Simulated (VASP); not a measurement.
# WC (NiAs type) (P6_3/mmc) in VASP: notebook

The runs below take WC (NiAs type) through single point, with PBE.

Program: VASP 6.6.1. These are calculated values, not measurements. Logs are shortened: lines on timing, memory, paths and dates and some standing lists are left out, and cuts for length are marked.

### 1 The cell of the first run

The structure is hexagonal, space group P6_3/mmc (No. 194). Conventional cell: a = 2.760 Å, b = 2.760 Å, c = 5.540 Å, α = 90.00°, β = 90.00°, γ = 120.00°. Within 2.8 Å of W (site symmetry -3m) lie 6 C at 2.11 Å and 8 W at 2.76 to 2.77 Å. Within 2.8 Å of C (site symmetry -6m2) lie 6 W at 2.11 Å and 6 C at 2.76 Å.

### 2 Single point, PBE

Contents of INCAR:

```
SYSTEM = WC
PREC     = Accurate       ! precision mode
ENCUT    = 520            ! plane-wave cutoff, eV
EDIFF    = 1E-7           ! SCF threshold, eV
ISMEAR   = -1             ! smearing method
SIGMA    = 0.08           ! smearing width, eV
LREAL    = .False.        ! projectors in reciprocal space
LASPH    = .True.         ! aspherical terms in the spheres
NELM     = 60             ! most SCF steps
ALGO     = Normal         ! electronic algorithm
ISIF     = 2              ! what is computed and relaxed
LWAVE    = .False.        ! write WAVECAR
LCHARG   = .True.         ! write CHGCAR
GGA      = PE             ! functional
LELF     = .True.         ! ELF
LVHAR    = .True.       
NBANDS   = 26             ! bands
```

Contents of KPOINTS:

```
Automatic mesh
0
Gamma
  11 11 6
  0 0 0
```

Contents of POSCAR:

```
WC
1.0
    2.7599038113      0.0000000000      0.0000000000
   -1.3799519057      2.3901468126      0.0000000000
    0.0000000000      0.0000000000      5.5400428244
W C
2 2
Direct
    0.0000000000      0.0000000000      0.0000000000
    0.0000000000      0.0000000000      0.5000000000
    0.3333333333      0.6666666667      0.2500000000
    0.6666666667      0.3333333333      0.7500000000
```

Potentials or basis: VASP PAW PBE potentials, release 64 (W_sv, C).

Launch:

```sh
$ cat potpaw_PBE.64/W_sv/POTCAR potpaw_PBE.64/C/POTCAR > POTCAR
$ mpirun -np 1 vasp_std > vasp.out
```

OUTCAR:

```text
SYSTEM = WC
   PREC = Accurate
   ENCUT = 520
   EDIFF = 1E-7
   ISMEAR = -1
   LREAL = .False.
   LASPH = .True.
   NELM = 60
   ISIF = 2
   GGA = PE

 ion  position               nearest neighbor table
   1  0.000  0.000  0.000-   3 2.11   4 2.11   4 2.11   3 2.11   4 2.11   3 2.11   2 2.77   2 2.77

   2  0.000  0.000  0.500-   3 2.11   4 2.11   4 2.11   3 2.11   4 2.11   3 2.11   1 2.77   1 2.77

   3  0.333  0.667  0.250-   1 2.11   2 2.11   1 2.11   2 2.11   1 2.11   2 2.11
   4  0.667  0.333  0.750-   1 2.11   2 2.11   1 2.11   2 2.11   1 2.11   2 2.11

  LATTYP: Found a hexagonal cell.
 ALAT       =     2.7599038113
 C/A-ratio  =     2.0073318504

  Lattice vectors:

 A1 = (   2.7599038113,   0.0000000000,   0.0000000000)
 A2 = (  -1.3799519057,   2.3901468126,   0.0000000000)
 A3 = (   0.0000000000,   0.0000000000,   5.5400428244)

Analysis of symmetry for initial positions (statically):
=====================================================================
 Subroutine PRICEL returns:
 Original cell was already a primitive cell.

 Routine SETGRP: Setting up the symmetry group for a
 hexagonal supercell.

 Subroutine GETGRP returns: Found 24 space group operations
 (whereof 12 operations were pure point group operations)
 out of a pool of 24 trial point group operations.

The static configuration has the point symmetry D_3d.
 The point group associated with its full space group is D_6h.

Analysis of symmetry for dynamics (positions and initial velocities):
=====================================================================
 Subroutine PRICEL returns:
 Original cell was already a primitive cell.

 Routine SETGRP: Setting up the symmetry group for a
 hexagonal supercell.

 Subroutine GETGRP returns: Found 24 space group operations
 (whereof 12 operations were pure point group operations)
 out of a pool of 24 trial point group operations.

The dynamic configuration has the point symmetry D_3d.
 The point group associated with its full space group is D_6h.

 Subroutine INISYM returns: Found 24 space group operations
 (whereof 12 operations are pure point group operations),
 and found     1 'primitive' translations

----------------------------------------------------------------------------------------

                                     Primitive cell

  volume of cell :      36.5453

  direct lattice vectors                    reciprocal lattice vectors
     2.759903811  0.000000000  0.000000000     0.362331468  0.209192171  0.000000000
    -1.379951906  2.390146813  0.000000000     0.000000000  0.418384341  0.000000000
     0.000000000  0.000000000  5.540042824     0.000000000  0.000000000  0.180504020

  length of vectors
     2.759903811  2.759903811  5.540042824     0.418384341  0.418384341  0.180504020

  position of ions in fractional coordinates (direct lattice)
     0.000000000  0.000000000  0.000000000
     0.000000000  0.000000000  0.500000000
     0.333333333  0.666666667  0.250000000
     0.666666667  0.333333333  0.750000000

  ion indices of the primitive-cell ions
   primitive index   ion index
                 1           1
                 2           2
                 3           3
                 4           4

----------------------------------------------------------------------------------------

 KPOINTS: Automatic mesh

Automatic generation of k-mesh.
 Grid dimensions read from file:
 generate k-points for:   11   11    6

 Generating k-lattice:

  Cartesian coordinates                     Fractional coordinates (reciprocal lattice)
     0.032939224  0.019017470  0.000000000     0.090909091  0.000000000  0.000000000
     0.000000000  0.038034940  0.000000000     0.000000000  0.090909091  0.000000000
     0.000000000  0.000000000  0.030084003     0.000000000  0.000000000  0.166666667

  Length of vectors
     0.038034940  0.038034940  0.030084003

  Shift w.r.t. Gamma in fractional coordinates (k-lattice)
     0.000000000  0.000000000  0.000000000

 Subroutine IBZKPT returns following result:
 ===========================================

 Found     64 irreducible k-points:

 Following reciprocal coordinates:
            Coordinates               Weight
  0.000000  0.000000  0.000000      1.000000
  0.090909  0.000000  0.000000      6.000000
  0.181818  0.000000  0.000000      6.000000
  0.272727  0.000000  0.000000      6.000000
  0.363636  0.000000  0.000000      6.000000
  0.454545  0.000000  0.000000      6.000000
[... 16 lines left out ...]
  0.090909  0.090909  0.166667     12.000000
  0.181818  0.090909  0.166667     24.000000
 [... further k-points ...]
   k-points           NKPTS =     64   k-points in BZ     NKDIM =     64   number of bands    NBANDS=     26
   number of dos      NEDOS =    301   number of ions     NIONS =      4
   total plane-waves  NPLWV =  24192
   dimension x,y,z NGX =    24 NGY =   24 NGZ =   42
   dimension x,y,z NGXF=    48 NGYF=   48 NGZF=   84
   ions per type =               2   2
   NGX,Y,Z   is equivalent  to a cutoff of  14.46, 14.46, 12.60 a.u.
   NGXF,Y,Z  is equivalent  to a cutoff of  28.91, 28.91, 25.21 a.u.
 SYSTEM =  WC
   PREC   = accura    normal or accurate (medium, high low for compatibility)
   ISTART =      0    job   : 0-new  1-cont  2-samecut
   ICHARG =      2    charge: 1-file 2-atom 10-const
   ISPIN  =      1    spin polarized calculation?
   LNONCOLLINEAR =      F non collinear calculations
   LSORBIT =      F    spin-orbit coupling
   LASPH  =      T    aspherical Exc in radial PAW
   ENCUT  =  520.0 eV  38.22 Ry    6.18 a.u.   5.13  5.13 10.30*2*pi/ulx,y,z
   NELM   =     60;   NELMIN=  2; NELMDL= -5     # of ELM steps
   EDIFF  = 0.1E-06   stopping-criterion for ELM
   LREAL  =      F    real-space projection
   EDIFFG = 0.1E-05   stopping-criterion for IOM
   NSW    =      0    number of steps for IOM
   IBRION =     -1    ionic relax: 0-MD 1-quasi-New 2-CG
   NFREE  =      0    steps in history (QN), initial steepest desc. (CG)
   ISIF   =      2    stress and relaxation
   ISYM   =      2    0-nonsym 1-usesym 2-fastsym
   POTIM  = 0.5000    time-step for ionic-motion
   TEBEG  =    0.0;   TEEND  =   0.0 temperature during run
   PSTRESS=    0.0 pullay stress
   NELECT =      36.0000    total number of electrons
   NUPDOWN=      -1.0000    fix difference up-down
   EMIN   =  10.00;   EMAX   =-10.00  energy-range for DOS
   EFERMI =   0.00;   METHOD = LEGACY
   ISMEAR =    -1;   SIGMA  =   0.08  broadening in eV -4-tet -1-fermi 0-gaus
   EFERMI_NEDOS =   21; number of points for ismear=-14 and -15
   IALGO  =     38    algorithm
   IMIX   =      4    mixing-type and parameters
     AMIX     =   0.40;   BMIX     =  1.00
     AMIX_MAG =   1.60;   BMIX_MAG =  1.00
  volume/ion in A,a.u.               =       9.14        61.65
  Fermi-wavevector in a.u.,A,eV,Ry     =   1.628915  3.078203 36.101214  2.653364
  Thomas-Fermi vector in A             =   2.721467
   LORBIT       =      0    0 simple, 1 ext, 2 COOP (PROOUT), +10 PAW based schemes
   GGA     = PE    functional components
   LHFCALC =     F    Hartree Fock is set to
   AEXX    =    0.0000 exact exchange contribution
   IVDW    =     0    specifies the selected vdW correction
   LEPSILON=     F    determine dielectric tensor
   LRPA    =     F    only Hartree local field effects (RPA)
 non-spin polarized calculation
  energy-cutoff  :      520.00
  volume of cell :       36.55
 maximum number of plane-waves:      1017
 NGX is ok and might be reduce to    24
   NGX = 11   NGY = 11   NGZ = 21

 number of electron      35.9999993 magnetization

 Free energy of the ion-electron system (eV)
  ---------------------------------------------------
  ext. energy  EPLUGINS =         0.00000000
  ---------------------------------------------------
  free energy    TOTEN  =       -42.82220347 eV

  energy without entropy =      -42.80180031  energy(sigma->0) =      -42.81200189

 E-fermi :  13.1543     XC(G=0): -14.5292

 val. band max:       13.1488922409   @ k =   0.0909   0.0000   0.3333
 cond. band min:      13.1547657913   @ k =   0.0000   0.0000   0.0000
 fundamental gap:      0.0058735504
 Fermi energy:        13.1543257900

 k-point     1 :       0.0000    0.0000    0.0000
  band No.  band energies     occupation
      1     -60.7001      2.00000
      2     -60.6416      2.00000
      3     -25.7144      2.00000
      4     -24.7127      2.00000
      5     -24.4918      2.00000
      6     -24.4918      2.00000
[... 18 lines left out ...]
     25      21.5748      0.00000
     26      22.3159      0.00000

 k-point     2 :       0.0909    0.0000    0.0000
  band No.  band energies     occupation
      1     -60.6907      2.00000
      2     -60.6324      2.00000
      3     -25.6906      2.00000
      4     -24.6967      2.00000
      5     -24.6099      2.00000
      6     -24.5177      2.00000
[... 18 lines left out ...]
     25      21.9275      0.00000
     26      22.2299      0.00000

 k-point     3 :       0.1818    0.0000    0.0000
  band No.  band energies     occupation
      1     -60.6656      2.00000
      2     -60.6079      2.00000
      3     -25.6261      2.00000
      4     -24.9178      2.00000
      5     -24.8039      2.00000
      6     -24.6534      2.00000
[... 18 lines left out ...]
     25      21.2757      0.00000
     26      22.2649      0.00000

 k-point     4 :       0.2727    0.0000    0.0000
  band No.  band energies     occupation
      1     -60.6325      2.00000
      2     -60.5756      2.00000
      3     -25.5408      2.00000
      4     -25.3025      2.00000
      5     -25.1682      2.00000
      6     -24.6754      2.00000
[... 18 lines left out ...]
     25      20.9447      0.00000
     26      22.7584      0.00000
[... 496 lines left out ...]
      1     -60.5801      2.00000
      2     -60.5317      2.00000
      3     -25.8253      2.00000
      4     -25.6859      2.00000
      5     -25.3545      2.00000
      6     -24.7958      2.00000
[... 18 lines left out ...]
     25      22.3618      0.00000
     26      23.2635      0.00000

 k-point    23 :       0.0909    0.0909    0.1667
  band No.  band energies     occupation
      1     -60.6695      2.00000
      2     -60.6195      2.00000
      3     -25.5851      2.00000
      4     -24.8107      2.00000
      5     -24.7349      2.00000
      6     -24.7143      2.00000
[... 18 lines left out ...]
     25      21.4458      0.00000
     26      21.7808      0.00000

 k-point    24 :       0.1818    0.0909    0.1667
  band No.  band energies     occupation
      1     -60.6405      2.00000
      2     -60.5910      2.00000
      3     -25.5117      2.00000
      4     -25.1354      2.00000
      5     -25.0249      2.00000
      6     -24.6850      2.00000
[... 18 lines left out ...]
     25      21.4670      0.00000
     26      21.9929      0.00000

 [... further k-points ...]

------------------------ aborting loop because EDIFF is reached ----------------------------------------

  FORCE on cell =-STRESS in cart. coord.  units (eV):
  Direction    XX          YY          ZZ          XY          YZ          ZX
  --------------------------------------------------------------------------------------
  -------------------------------------------------------------------------------------
  Total       17.7825318     17.7825318     17.8152515     -0.0000000     -0.0000000      0.0000000
  in kB      779.6012549    779.6012550    781.0357143     -0.0000000     -0.0000000      0.0000000
  external PRESSURE =     780.0794081 kB  Pullay stress =       0.0000000 kB

 VOLUME and BASIS-vectors are now :
 -----------------------------------------------------------------------------
  energy-cutoff  :      520.00
  volume of cell :       36.55
      direct lattice vectors                 reciprocal lattice vectors
     2.759903811  0.000000000  0.000000000     0.362331468  0.209192171  0.000000000
    -1.379951906  2.390146813  0.000000000     0.000000000  0.418384341  0.000000000
     0.000000000  0.000000000  5.540042824     0.000000000  0.000000000  0.180504020

 POSITION                                       TOTAL-FORCE (eV/Angst)
 -----------------------------------------------------------------------------------
      0.00000      0.00000      0.00000        -0.000000      0.000000      0.000000
      0.00000      0.00000      2.77002        -0.000000      0.000000      0.000000
     -0.00000      1.59343      1.38501         0.000000     -0.000000     -0.000000
      1.37995      0.79672      4.15503        -0.000000      0.000000      0.000000
 -----------------------------------------------------------------------------------
    total drift:                               -0.000000      0.000000      0.000000

  FREE ENERGIE OF THE ION-ELECTRON SYSTEM (eV)
  ---------------------------------------------------
  free  energy   TOTEN  =       -42.8222034654 eV

  energy  without entropy=      -42.8018003108  energy(sigma->0) =      -42.81200189
```

Wall time 74 s (1 thread of Intel Xeon 8259CL, shared host); peak memory 0.2 GiB.

What came out:

```yaml
Free_energy: -42.8222 eV
Pressure: 78.0 GPa
Band_gap_on_the_k_mesh: zero (bands 18 and 19 overlap by 0.72 eV)
```

Stress tensor (GPa, compression positive):
```
77.96  0.00  0.00
 0.00 77.96  0.00
 0.00  0.00 78.10
```

Levels at points of the mesh, in eV from the Fermi level:
| k point | band 15 | band 16 | band 17 | band 18 | band 19 | band 20 | band 21 | band 22 |
| --- | --- | --- | --- | --- | --- | --- | --- | --- |
| (0.00, 0.00, 0.00) | -1.05 | -1.00 | -1.00 | 0.00 | 0.00 | 1.11 | 1.11 | 3.75 |
| (0.00, 0.00, 0.50) | -3.27 | -3.27 | 0.35 | 0.35 | 0.96 | 0.96 | 0.96 | 0.96 |

Caveat: the cell stands under pressure; spin-orbit coupling is left out, which moves the levels of the heavy elements.

(Continued in part 2 of 2.)
